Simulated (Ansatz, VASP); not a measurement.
# ZrC in VASP and in Ansatz

```
Zr C
1.0
     0.00000    2.32426    2.32426
     2.32426    0.00000    2.32426
     2.32426    2.32426    0.00000
Zr C
1 1
Direct
  0.50000 0.50000 0.50000
  0.00000 0.00000 0.00000
```

Alike in both runs: functional r2SCAN; k mesh 12 × 12 × 12; occupations fermi-dirac, width 0.1 eV; no spin polarisation.

Ansatz relaxed the structure, and its values are those at the end. VASP's run is a single point on that final structure, the one shown.

|  | VASP | Ansatz |
| --- | --- | --- |
| version | VASP 6.6.1 | Ansatz 0.2.0 |
| potentials or method | VASP PAW PBE potentials, release 64 (Zr_sv, C), cutoff 520 eV | PAW plane waves |
| valence electrons in the cell | 16 | 16 |

VASP gave:

| Quantity | Value |
| --- | --- |
| pressure (GPa) | 10.3 |

Question: Which values does Ansatz return?

Answer: Pressure (GPa): 10.1.

VASP's potentials were made for PBE, not for r2SCAN. Ansatz's warnings: stress scf threshold loose.
